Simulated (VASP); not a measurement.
Runs of VASP 6.6.1 on Ga2O. The structure is that of space group P6/mmm (No. 191), or close to it. The cells are those of the table. The cell was built from a structure type or drawn by symmetry, and may not be a known phase.

| task | spin | cell | k mesh | cutoff (eV) | gap on the mesh (eV) | pressure (GPa) | moment (μB) | relaxed volume (Å³/atom) |
| --- | --- | --- | --- | --- | --- | --- | --- | --- |
| single point | collinear, ferromagnetic start | a = 5.016, b = 5.016, c = 2.232 Å, angles 90.0, 90.0, 120.0°, 3 atoms | 6 × 6 × 8 | 520 | none | 1.4 | 0.00 | - |
| single point | collinear, ferromagnetic start | a = 4.300, b = 4.300, c = 2.908 Å, angles 90.0, 90.0, 120.0°, 3 atoms | 6 × 6 × 6 | 520 | none | 0.1 | 0.00 | - |
| relaxation of cell and atoms | off | relaxed from a = 5.016, b = 5.016, c = 2.232 Å, angles 90.0, 90.0, 120.0°, 3 atoms | 6 × 6 × 8 | 600 | none | 0.0 | - | 15.34 |
| single point | off | a = 5.016, b = 5.016, c = 2.232 Å, angles 90.0, 90.0, 120.0°, 3 atoms | 6 × 6 × 8 | 520 | none | 1.4 | - | - |
| relaxation of cell and atoms | off | relaxed from a = 4.300, b = 4.300, c = 2.908 Å, angles 90.0, 90.0, 120.0°, 3 atoms | 12 × 12 × 16 | 600 | none | -0.1 | - | (a) |
| single point | off | a = 4.295, b = 4.295, c = 2.909 Å, angles 90.0, 90.0, 120.0°, 3 atoms | 12 × 12 × 16 | 520 | none | 0.1 | - | - |
| single point | off | a = 4.300, b = 4.300, c = 2.908 Å, angles 90.0, 90.0, 120.0°, 3 atoms | 6 × 6 × 8 | 520 | none | 0.3 | - | - |

Alike in all rows: level PBE; potentials or basis VASP PAW PBE potentials, release 64 (Ga_d, O); smearing gaussian 0.1 eV.

Q: Fill in the values left out.

A: (a) 15.50.

Caveats: some runs use coarse meshes; a cell axis changed by over 15 % at a fixed basis, so the end point is rough (at least some runs).

A k mesh can miss the band edges, and the runs leave out spin-orbit coupling on Ga.

A gap of «none» marks levels without a gap at the run's occupations.
